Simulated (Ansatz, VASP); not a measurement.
## BeTe: VASP beside Ansatz

```
Be Te
1.0
     0.00000    2.83187    2.83187
     2.83187    0.00000    2.83187
     2.83187    2.83187    0.00000
Be Te
1 1
Direct
  0.00000 0.00000 0.00000
  0.25000 0.25000 0.25000
```

Alike in both runs: task single point; functional PBE; k mesh 6 × 6 × 6; no spin polarisation.

```csv
,VASP,Ansatz
version,VASP 6.6.1,Ansatz 0.2.0
potentials or method,"VASP PAW PBE potentials, release 64 (Be, Te)","plane waves, PAW"
plane-wave cutoff (eV),520,420
occupations,"gaussian, width 0.01 eV",fixed
valence electrons in the cell,8,18
```

|  | VASP | Ansatz | Ansatz less VASP |
| --- | --- | --- | --- |
| gap on the k mesh at the Fermi level (eV) | 2.01 | 2.03 | +0.014 |
| pressure (GPa) | 0.2 | 0.0 | -0.13 |

VASP's potentials hold 8 valence electrons a cell and Ansatz's 18, so a difference there can come from the potentials and not from the codes.

Neither program's run includes spin-orbit coupling.
